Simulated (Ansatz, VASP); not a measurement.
## Tl: VASP beside Ansatz

```
Tl
1.0
     3.59701    0.00000    0.00000
    -1.79850    3.11510    0.00000
     0.00000    0.00000    5.62887
Tl
2
Direct
  0.33333 0.66667 0.25000
  0.66667 0.33333 0.75000
```

Alike in both runs: functional PBE; k mesh 12 × 12 × 6; occupations gaussian, width 0.1 eV; no spin polarisation.

Ansatz relaxed the structure, and its values are those at the end. VASP's run is a single point on that final structure, the one shown.

```csv
,VASP,Ansatz
version,VASP 6.6.1,Ansatz 0.2.0
potentials or method,"VASP PAW PBE potentials, release 64 (Tl_d), cutoff 520 eV","scalar-relativistic, plane waves, PAW"
valence electrons in the cell,26,26
```

|  | VASP | Ansatz | Ansatz less VASP |
| --- | --- | --- | --- |
| gap on the k mesh at the Fermi level (eV) | none | none | - |
| pressure (GPa) | -0.1 | 0.0 | +0.06 |

A gap of «none» marks a metal or a gap that the smearing closes. The functional is the same, so the differences come from potentials, cutoffs and numerics.

Spin-orbit coupling is off throughout.
